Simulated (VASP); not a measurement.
Wanted: the native input for a VASP 6.6.1 run.

```yaml
Task: single point
Functional: LDA
Potentials_or_basis: VASP PAW LDA potentials, release 64 (Pt, Se)
Cutoff: 520 eV
k_mesh: 8 × 8 × 5
Occupations: fermi-dirac, width 0.05 eV
Spin: no spin polarisation
Hubbard_terms: Pt d U = 5.0 eV
Dipole_correction: no
k_mesh_for_the_DOS: 12 × 12 × 8
Occupations_for_the_DOS: tetrahedron
Further_INCAR_settings: ALGO = Normal; EDIFF = 1e-07; NBANDS = 18
```

Crystal: PtSe2.

```
Pt Se
1.0
     3.72400    0.00000    0.00000
    -1.86200    3.22508    0.00000
     0.00000    0.00000    5.06200
Pt Se
1 2
Direct
  0.00000 0.00000 0.00000
  0.66667 0.33333 0.75000
  0.33333 0.66667 0.25000
```

These files were run (other wordings do the same):

POSCAR

```
PtSe2
1.0
    3.7240000000      0.0000000000      0.0000000000
   -1.8620000000      3.2250786037      0.0000000000
    0.0000000000      0.0000000000      5.0620000000
Pt Se
1 2
Direct
    0.0000000000      0.0000000000      0.0000000000
    0.6666666667      0.3333333333      0.7500000000
    0.3333333333      0.6666666667      0.2500000000
```

INCAR.step1

```
PREC = Accurate ; ENCUT = 520
EDIFF = 1E-7 ; ISMEAR = -1
SIGMA = 0.05 ; LREAL = F
LASPH = T ; NELM = 150
ALGO = Normal ; ISIF = 2
LWAVE = F ; LCHARG = T
LMAXMIX = 4 ; LDAU = T
LDAUTYPE = 2 ; LDAUL = 2 -1
LDAUU = 5 0 ; LDAUJ = 0 0
LDAUPRINT = 1 ; NBANDS = 18
```

KPOINTS.step1

```
regular mesh
0
Gamma
  8 8 5
```

INCAR.step2

```
PREC = Accurate ; ENCUT = 520
EDIFF = 1E-7 ; ISMEAR = -5
SIGMA = 0.05 ; LREAL = F
LASPH = T ; NELM = 150
ALGO = Normal ; ISIF = 2
LWAVE = F ; LCHARG = F
LMAXMIX = 4 ; LDAU = T
LDAUTYPE = 2 ; LDAUL = 2 -1
LDAUU = 5 0 ; LDAUJ = 0 0
LDAUPRINT = 1 ; LORBIT = 11
NBANDS = 18 ; NEDOS = 1001
ICHARG = 11
```

KPOINTS.step2

```
regular mesh
0
Gamma
  12 12 8
```

Potentials or basis: VASP PAW LDA potentials, release 64 (Pt, Se).

Launch:

```sh
$ cat potpaw_LDA.64/Pt/POTCAR potpaw_LDA.64/Se/POTCAR > POTCAR
$ cp INCAR.step1 INCAR
$ cp KPOINTS.step1 KPOINTS
$ mpirun -np 1 vasp_std > vasp.out
$ cp INCAR.step2 INCAR
$ cp KPOINTS.step2 KPOINTS
$ mpirun -np 1 vasp_std > vasp.out
```

It gave:

* Valence electrons inside the program's atomic spheres: Pt 9.80; Se 3.77

Caveat: U without spin polarisation on a metal has little footing.

It took 50 s on 1 thread of Intel(R) Xeon(R) 6975P-C (Granite Rapids), on a shared host, peak memory 0.25 GiB.
